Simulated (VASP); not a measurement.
# MgC: single point with BLYP

The system is MgC.

```
C Mg
1.0
     3.44088   -0.02358    0.02654
    -0.02358    3.35282   -0.02725
     0.02654   -0.02725    3.50833
C Mg
1 1
Direct
  0.96997 0.96203 0.98080
  0.37762 0.50206 0.58059
```

```json
{"Program": "VASP 6.6.1", "Task": "single point", "Functional": "BLYP", "Potentials or basis": "VASP PAW PBE potentials, release 64 (C, Mg)", "Cutoff": "600 eV", "k mesh": "5 × 5 × 5", "Occupations": "fermi-dirac, width 0.0846 eV", "Spin": "no spin polarisation", "Dipole correction": "no", "Further INCAR settings": "ALGO = Normal; EDIFF = 1e-06; NBANDS = 10"}
```

The pressure is -16.0 GPa, the largest force is 0.427 eV/Å and the band gap on the k mesh is zero (bands 3 and 4 overlap by 1.80 eV).

Forces in eV/Å, atoms in the order of the input:
```
C    0.263 -0.068 -0.329
Mg  -0.263  0.068  0.329
```

Stress tensor (GPa, compression positive):
```
-15.85  -0.73  -0.40
 -0.73 -15.28   0.12
 -0.40   0.12 -16.76
```

Levels at points of the mesh, in eV from the Fermi level:
```
           k point  band 1  band 2  band 3  band 4  band 5  band 6  band 7  band 8
(0.00, 0.00, 0.00)   -9.60    0.46    0.68    0.86    0.98    7.29    7.69   10.78
```

Run time: 50 s on 1 thread of AMD EPYC 7R43 64-Core Processor (Zen 3) (shared host), peak memory 0.14 GiB.

Caveat: the k points lie up to 0.37 Å⁻¹ apart, too coarse for converged energies and pressures of a metal; the PAW data sets were made with another functional, which shifts forces and pressure a little.
